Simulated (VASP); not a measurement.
Input of a VASP 6.6.1 run:

File INCAR:

```
PREC = Accurate
ENCUT = 520
EDIFF = 1E-6
ISMEAR = -1
SIGMA = 0.05
LREAL = Auto
LASPH = True
NELM = 100
ALGO = Normal
ISIF = 2
LWAVE = False
LCHARG = False
NBANDS = 55
```

The input KPOINTS:

```
Automatic mesh
0
Gamma
  1 1 1
```

File POSCAR:

```
H18SO8
1.0
    6.6943300000      0.0000000000      0.0000000000
    0.0000000000      6.6943300000      0.0000000000
    0.0000000000      0.0000000000      6.6943300000
O H S
8 18 1
Direct
    0.3335957445      0.3644726209      0.6352988275
    0.6858341313      0.2406514169     -0.0401384455
    0.3734204917      1.1456859760      0.1510382667
    0.9050345591      0.8984618326      0.2219340845
    0.1415675654      0.0784245772      0.8717974764
    0.9969332256      0.7150230120      0.8281635354
   -0.0175222913      0.4204603000      0.0809491017
    1.1148987277      0.6402134344      0.4218943494
    0.3486233873      0.3790371852      0.7741327362
    0.2644028603      0.4816314702      0.5886772836
    0.5458948095      0.2277300342      0.0327441282
    0.7189965239      0.1458846516     -0.1491859529
    0.3182095893      1.2259927431      0.2527362708
    0.2680327979      1.1373356258      0.0516705929
    0.7783004423      0.8892450776      0.2727233345
    0.9144753844      0.9579748832      0.0907185633
    0.2210676797      0.1119305442      0.7575366019
    0.0931235837     -0.0704028633      0.8711700798
    1.0542503880      0.6505654785      0.7028186540
    0.9752432282      0.6103075289      0.9297270974
   -0.1704875619      0.3530002256      0.0419011313
    0.0509535682      0.2852862049      0.0675198265
    1.0567300985      0.7775983556      0.3844895606
    1.0449738809      0.5513023708      0.3265151255
    0.6963654316     -0.2407410450      0.7085100376
    0.4348904222     -0.0925708771      0.7002493155
    0.6124735410     -0.0527461299      0.6555697135
```

Potentials or basis: VASP PAW LDA potentials, release 64 (O, H, S).

The run is started by

```console
$ cat potpaw_LDA.64/O/POTCAR potpaw_LDA.64/H/POTCAR potpaw_LDA.64/S/POTCAR > POTCAR
$ mpirun -np 1 vasp_gam > vasp.out
```

(1) Estimate the pressure.

(2) Predict the largest force.

## Answers

(1) 1.2 GPa.

(2) 3.876 eV/Å.

Caveat: the k points lie up to 0.94 Å⁻¹ apart.
